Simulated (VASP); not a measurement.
# Ta16H (a cell with a defect) in VASP: single point with PBE

Aim: the single point of Ta16H (a cell with a defect) with PBE.

Program: VASP 6.6.1. These are calculated values, not measurements. Logs are shortened: lines on timing, memory, paths and dates and some standing lists are left out, and cuts for length are marked.

## 1. The cell of the first run

The cell holds a defect, 17 atoms: a = 6.638 Å, b = 6.638 Å, c = 6.638 Å, α = 90.00°, β = 90.00°, γ = 90.00°.

## 2. Single point, PBE

The input, INCAR:

```
  PREC = Accurate
  ENCUT = 520
  EDIFF = 1E-6
  ISMEAR = 0
  SIGMA = 0.1
  LREAL = Auto
  LASPH = T
  NELM = 100
  ALGO = Normal
  ISIF = 2
  LWAVE = F
  LCHARG = F
  GGA = PE
  NBANDS = 102
```

The input, KPOINTS:

```
Automatic mesh
0
Gamma
  4 4 4
  0.5 0.5 0.5
```

The input, POSCAR:

```
Ta16H
1.0
    6.6381247865      0.0000000000      0.0000000000
    0.0000000000      6.6381247865      0.0000000000
    0.0000000000      0.0000000000      6.6381247865
Ta H
16 1
Direct
   -0.0062165147     -0.0078312779      0.0000037661
    0.5015592667     -0.0015029847      0.0000046700
   -0.0023208362      0.5020057783      0.0000034648
   -0.0011557481      0.0001997552      0.5000035562
    0.2553430456      0.2507557561      0.2617038781
    0.5008183948      0.5008004680      0.0000039168
    0.5006513295     -0.0010209209      0.5000044601
    0.7481891588      0.2499489017      0.2498746338
   -0.0007910367      0.4996331203      0.5000040082
    0.2486584771      0.7499729457      0.2486164471
    0.2553422924      0.2507554548      0.7383054940
    0.5014658668      0.5025200802      0.5000040082
    0.7489286749      0.7491695562      0.2495136885
    0.7481891588      0.2499489017      0.7501329306
    0.2486586277      0.7499727950      0.7513914186
    0.7489288255      0.7491697068      0.7504946292
    0.1492084033      0.2345617249      0.0000045193
```

Potentials or basis: VASP PAW PBE potentials, release 64 (Ta_pv, H).

Started as:

```sh
> cat potpaw_PBE.64/Ta_pv/POTCAR potpaw_PBE.64/H/POTCAR > POTCAR
> mpirun -np 1 vasp_std > vasp.out
```

OUTCAR:

```text
PREC = Accurate
   ENCUT = 520
   EDIFF = 1E-6
   ISMEAR = 0
   LREAL = Auto
   LASPH = T
   NELM = 100
   ISIF = 2
   GGA = PE

 ion  position               nearest neighbor table
   1  0.994  0.992  0.000-  17 1.91  16 2.83  13 2.83  15 2.86  10 2.86  14 2.89   8 2.89  11 3.00
                             5 3.00   3 3.25   2 3.27   4 3.32   4 3.32   2 3.37   3 3.38
   2  0.502  0.998  0.000-  13 2.86  16 2.86   8 2.87  14 2.87  10 2.87  15 2.87   5 2.91  11 2.91
                             1 3.27   6 3.30   7 3.32   7 3.32   6 3.33   1 3.37
   3  0.998  0.502  0.000-  17 2.04  16 2.86  13 2.86  15 2.87  10 2.87  14 2.88   8 2.88  11 2.95
                             5 2.95   1 3.25   6 3.30   9 3.32   9 3.32   6 3.34   1 3.38
   4  0.999  0.000  0.500-   5 2.86  11 2.86   8 2.88  14 2.88  10 2.88  15 2.88  13 2.88  16 2.88
                             7 3.31   9 3.32   1 3.32   1 3.32   9 3.32   7 3.33
   5  0.255  0.251  0.262-  17 1.88   7 2.82  12 2.82   9 2.85   4 2.86   6 2.90   2 2.91   3 2.95
                             1 3.00  11 3.16   8 3.27  10 3.32  10 3.33   8 3.37  11 3.47
   6  0.501  0.501  0.000-  16 2.86  13 2.86   8 2.87  14 2.87  15 2.87  10 2.87  11 2.90   5 2.90
                             3 3.30   2 3.30  12 3.32  12 3.32   2 3.33   3 3.34
   7  0.501  0.999  0.500-   5 2.82  11 2.82  16 2.87  13 2.87  14 2.87   8 2.87  15 2.88  10 2.88
                            12 3.30   4 3.31   2 3.32   2 3.32   4 3.33  12 3.34
   8  0.748  0.250  0.250-   2 2.87   6 2.87   7 2.87  12 2.87   4 2.88   9 2.88   3 2.88   1 2.89
                             5 3.27  13 3.31  14 3.32  14 3.32  13 3.32   5 3.37
   9  0.999  0.500  0.500-   5 2.85  11 2.85  13 2.88  16 2.88  14 2.88   8 2.88  15 2.88  10 2.88
                            12 3.30   4 3.32   3 3.32   3 3.32   4 3.32  12 3.33
  10  0.249  0.750  0.249-   1 2.86   3 2.87   6 2.87   2 2.87   9 2.88   4 2.88  12 2.88   7 2.88
                            15 3.30   5 3.32  13 3.32  13 3.32   5 3.33  15 3.34
  11  0.255  0.251  0.738-  17 1.88   7 2.82  12 2.82   9 2.85   4 2.86   6 2.90   2 2.91   3 2.95
                             1 3.00   5 3.16  14 3.27  15 3.32  15 3.33  14 3.37   5 3.47
  12  0.501  0.503  0.500-   5 2.82  11 2.82  13 2.85  16 2.85  14 2.87   8 2.87  15 2.88  10 2.88
                             7 3.30   9 3.30   6 3.32   6 3.32   9 3.33   7 3.34
  13  0.749  0.749  0.250-   1 2.83  12 2.85   3 2.86   6 2.86   2 2.86   7 2.87   9 2.88   4 2.88
                            16 3.31   8 3.31  10 3.32  10 3.32   8 3.32  16 3.33
  14  0.748  0.250  0.750-   2 2.87   6 2.87   7 2.87  12 2.87   4 2.88   9 2.88   3 2.88   1 2.89
                            11 3.27  16 3.31   8 3.32   8 3.32  16 3.32  11 3.37
  15  0.249  0.750  0.751-   1 2.86   3 2.87   6 2.87   2 2.87   9 2.88   4 2.88  12 2.88   7 2.88
                            10 3.30  11 3.32  16 3.32  16 3.32  11 3.33  10 3.34
  16  0.749  0.749  0.750-   1 2.83  12 2.85   3 2.86   6 2.86   2 2.86   7 2.87   9 2.88   4 2.88
                            13 3.31  14 3.31  15 3.32  15 3.32  14 3.32  13 3.33
  17  0.149  0.235  0.000-  11 1.88   5 1.88   1 1.91   3 2.04

  LATTYP: Found a simple cubic cell.
 ALAT       =     6.6381247865

  Lattice vectors:

 A1 = (   6.6381247865,   0.0000000000,   0.0000000000)
 A2 = (   0.0000000000,   6.6381247865,   0.0000000000)
[... 168 lines left out ...]
     AMIX     =   0.40;   BMIX     =  1.00
     AMIX_MAG =   1.60;   BMIX_MAG =  1.00
  volume/ion in A,a.u.               =      17.21       116.11
  Fermi-wavevector in a.u.,A,eV,Ry     =   1.384694  2.616692 26.087508  1.917378
  Thomas-Fermi vector in A             =   2.509174
   LORBIT       =      0    0 simple, 1 ext, 2 COOP (PROOUT), +10 PAW based schemes
   GGA     = PE    functional components
   LHFCALC =     F    Hartree Fock is set to
   AEXX    =    0.0000 exact exchange contribution
   IVDW    =     0    specifies the selected vdW correction
   LEPSILON=     F    determine dielectric tensor
   LRPA    =     F    only Hartree local field effects (RPA)
 non-spin polarized calculation
 Gauss-broadening in eV      SIGMA  =   0.10
  energy-cutoff  :      520.00
  volume of cell :      292.51
 maximum number of plane-waves:      7914
 NGX is ok and might be reduce to    50
   NGX = 25   NGY = 25   NGZ = 25

 number of electron     176.9999959 magnetization

 Free energy of the ion-electron system (eV)
  ---------------------------------------------------
  ext. energy  EPLUGINS =         0.00000000
  ---------------------------------------------------
  free energy    TOTEN  =      -192.79743682 eV

  energy without entropy =     -192.72227552  energy(sigma->0) =     -192.75985617

 E-fermi :   5.4147     XC(G=0): -12.5757

 val. band max:        5.4104279533   @ k =  -0.3750   0.1250   0.1250
 cond. band min:       5.4174760573   @ k =   0.1250   0.3750   0.1250
 fundamental gap:      0.0070481040
 Fermi energy:         5.4146594898

 k-point     1 :       0.1250    0.1250    0.1250
  band No.  band energies     occupation
      1     -28.8663      2.00000
      2     -28.8162      2.00000
      3     -28.8138      2.00000
      4     -28.7955      2.00000
      5     -28.7904      2.00000
      6     -28.7867      2.00000
[... 1637 lines left out ...]
     99       8.6455      0.00000
    100       8.6737      0.00000
 [bands above 100 left out]

------------------------ aborting loop because EDIFF is reached ----------------------------------------

  FORCE on cell =-STRESS in cart. coord.  units (eV):
  Direction    XX          YY          ZZ          XY          YZ          ZX
  --------------------------------------------------------------------------------------
  -------------------------------------------------------------------------------------
  Total        4.1611072      3.3113054      5.0109194      0.5264138      0.0000000      0.0000000
  in kB       22.7920425     18.1373398     27.4468029      2.8833780      0.0000000      0.0000000
  external PRESSURE =      22.7920617 kB  Pullay stress =       0.0000000 kB

 VOLUME and BASIS-vectors are now :
 -----------------------------------------------------------------------------
  energy-cutoff  :      520.00
  volume of cell :      292.51
      direct lattice vectors                 reciprocal lattice vectors
     6.638124786  0.000000000  0.000000000     0.150644954  0.000000000  0.000000000
     0.000000000  6.638124786  0.000000000     0.000000000  0.150644954  0.000000000
     0.000000000  0.000000000  6.638124786     0.000000000  0.000000000  0.150644954

 POSITION                                       TOTAL-FORCE (eV/Angst)
 -----------------------------------------------------------------------------------
      6.59686      6.58614      0.00002         0.026438     -0.023904      0.000000
      3.32941      6.62815      0.00003         0.024220     -0.015354      0.000000
      6.62272      3.33238      0.00002        -0.006254      0.016658      0.000000
      6.63045      0.00133      3.31909         0.021648     -0.005403      0.000000
      1.69500      1.66455      1.73722         0.034776     -0.045689     -0.013983
      3.32450      3.32438      0.00003         0.031650     -0.011319      0.000000
[... 9 lines left out ...]
      4.97148      4.97308      4.98188         0.022344     -0.012921     -0.004882
      0.99046      1.55705      0.00003        -0.327446      0.307418      0.000000
 -----------------------------------------------------------------------------------
    total drift:                                0.011029      0.004783     -0.109350

  FREE ENERGIE OF THE ION-ELECTRON SYSTEM (eV)
  ---------------------------------------------------
  free  energy   TOTEN  =      -192.7974368176 eV

  energy  without entropy=     -192.7222755206  energy(sigma->0) =     -192.75985617
```

Wall time 18 min (1 thread of Intel Xeon 6975P-C (Granite Rapids), shared host); peak memory 0.53 GiB.

What came out:

```
Free energy            : -192.7974 eV
Pressure               : 2.3 GPa
Largest force          : 0.449 eV/Å
Band gap on the k mesh : zero (an odd number of electrons rules out a gap without spin polarisation)
```

Forces in eV/Å, atoms in the order of the input:
```
Ta   0.026 -0.024  0.000
Ta   0.024 -0.015  0.000
Ta  -0.006  0.017  0.000
Ta   0.022 -0.005  0.000
Ta   0.035 -0.046 -0.014
Ta   0.032 -0.011  0.000
Ta   0.025 -0.026  0.000
Ta   0.015 -0.018  0.007
Ta   0.020 -0.028  0.000
Ta   0.018 -0.015 -0.001
Ta   0.035 -0.046  0.014
Ta   0.003 -0.033  0.000
Ta   0.022 -0.013  0.005
Ta   0.015 -0.018 -0.007
Ta   0.018 -0.015  0.001
Ta   0.022 -0.013 -0.005
H   -0.327  0.307  0.000
```

Stress tensor (GPa, compression positive):
```
2.28 0.29 0.00
0.29 1.81 0.00
0.00 0.00 2.74
```

Levels at points of the mesh, in eV from the Fermi level:
```tsv
k point	band 85	band 86	band 87	band 88	band 89	band 90	band 91	band 92	band 93	band 94
(0.12, 0.12, 0.12)	0.54	0.59	0.67	0.91	0.94	0.95	0.96	1.00	1.06	1.08
```

Caveat: spin-orbit coupling is left out, which moves the levels of the heavy elements.
